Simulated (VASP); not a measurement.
Runs of VASP 6.6.1 on Mg. The structure is that of space group Fm-3m (No. 225), or close to it. The cells are those of the table. 

```tsv
cell	gap on the mesh (eV)	pressure (GPa)
a = 3.147 Å, angles 60.0°, 1 atom	none	(a)
a = 3.064 Å, angles 60.0°, 1 atom	none	(b)
a = 3.174 Å, angles 60.0°, 1 atom	none	0.7
a = 3.120 Å, angles 60.0°, 1 atom	none	2.9
a = 3.226 Å, angles 60.0°, 1 atom	none	(c)
a = 3.200 Å, angles 60.0°, 1 atom	none	-0.2
a = 3.251 Å, angles 60.0°, 1 atom	none	-1.7
a = 3.276 Å, angles 60.0°, 1 atom	none	-2.3
```

Alike in all rows: task single point; level PBE; potentials or basis VASP PAW PBE potentials, release 64 (Mg); no spin polarisation; k mesh 9 × 9 × 9; cutoff (eV) 520; smearing methfessel-paxton 0.05 eV.

Task: Fill in the values left out.

Result: (a) 1.7; (b) 5.7; (c) -1.0.

A gap of «none» marks levels without a gap at the run's occupations.
